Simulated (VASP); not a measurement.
BiB:

```
CELL_PARAMETERS angstrom
0.00000 2.74487 2.74487
2.74487 0.00000 2.74487
2.74487 2.74487 0.00000
ATOMIC_POSITIONS crystal
B 0.00000 0.00000 0.00000
Bi 0.25000 0.25000 0.25000
```

Base run:

| Quantity | Value |
| --- | --- |
| Program | VASP 6.6.1 |
| Functional | PBE |
| Potentials or basis | VASP PAW PBE potentials, release 64 (B, Bi_d) |
| Cutoff | 500 eV |
| k mesh | 6 × 6 × 6 |
| Occupations | gaussian, width 0.01 eV |
| Spin | no spin polarisation |

Its results: band gap on the k mesh 0.28 eV, direct; pressure 1.1 GPa.

**Question.** After a change of settings the same cell gave: band gap on the k mesh 0.40 eV, direct; pressure -0.2 GPa. Which change was it?
A. cutoff from 500 eV to 520 eV; further incar settings from ALGO = Normal; EDIFF = 1e-06; NBANDS = 16 to ALGO = Normal; EDIFF = 1e-07; NBANDS = 16
B. k mesh from 6 × 6 × 6 to 8 × 8 × 8
C. functional from PBE to r2SCAN; cutoff from 500 eV to 520 eV

**Answer.** C.

r2SCAN gives the wider gap, since meta-GGAs in the generalised Kohn-Sham scheme recover part of the derivative discontinuity.

Caveats: spin-orbit coupling is left out, which moves the levels of the heavy elements; the PAW data sets were made with another functional, which shifts forces and pressure a little (some runs).
